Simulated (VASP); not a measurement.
Wanted: the native input for a VASP 6.6.1 run.

```
Task                   : electric field gradients
Functional             : PBE
Potentials or basis    : VASP PAW PBE potentials, release 64 (Si, O)
Cutoff                 : 520 eV
k mesh                 : 6 × 6 × 9
Occupations            : fermi-dirac, width 0.03 eV
Spin                   : no spin polarisation
Dipole correction      : no
Further INCAR settings : ALGO = Normal; EDIFF = 1e-08; NBANDS = 25
```

The structure of SiO2 lies in POSCAR:

```
SiO2
1.0
    4.2219010000      0.0000000000      0.0000000000
    0.0000000000      4.2219010000      0.0000000000
    0.0000000000      0.0000000000      2.6678000000
Si O
2 4
Direct
    0.0000000000      0.0000000000      0.0000000000
    0.5000000000      0.5000000000      0.5000000000
    0.3067000000      0.3067000000      0.0000000000
    0.1933000000      0.8067000000      0.5000000000
    0.6933000000      0.6933000000      0.0000000000
    0.8067000000      0.1933000000      0.5000000000
```

This cell differs from its parent crystal: equal xx and yy strain of +1 %.

These files were run (other wordings do the same):

INCAR

```
SYSTEM = SiO2
ALGO = Normal
EDIFF = 1E-8
ENCUT = 520
GGA = PE
GGA_COMPAT = .False.
ISIF = 2
ISMEAR = -1
LASPH = .True.
LCHARG = .False.
LEFG = .True.
LREAL = .False.
LWAVE = .False.
NBANDS = 25
NELM = 120
PREC = Accurate
SIGMA = 0.03
```

KPOINTS

```
k-points
0
Gamma
  6 6 9
  0 0 0
```

Potentials or basis: VASP PAW PBE potentials, release 64 (Si, O).

Run with:

```console
$ cat potpaw_PBE.64/Si/POTCAR potpaw_PBE.64/O/POTCAR > POTCAR
$ mpirun -np 1 vasp_std > vasp.out
```

Results of the run:

| Quantity | Value |
| --- | --- |
| Pressure | 4.9 GPa |
| Largest force | 0.040 eV/Å |
| Band gap on the k mesh | 5.30 eV, direct |

Caveat: the cell differs from its parent crystal (equal xx and yy strain of +1 %); without QUAD_EFG the Cq values of the log hold for a quadrupole moment of 1 mb, not for the nuclei.

Wall time 79 s on 1 thread of Intel Xeon 8259CL, with other jobs on the host, peak memory 0.17 GiB.
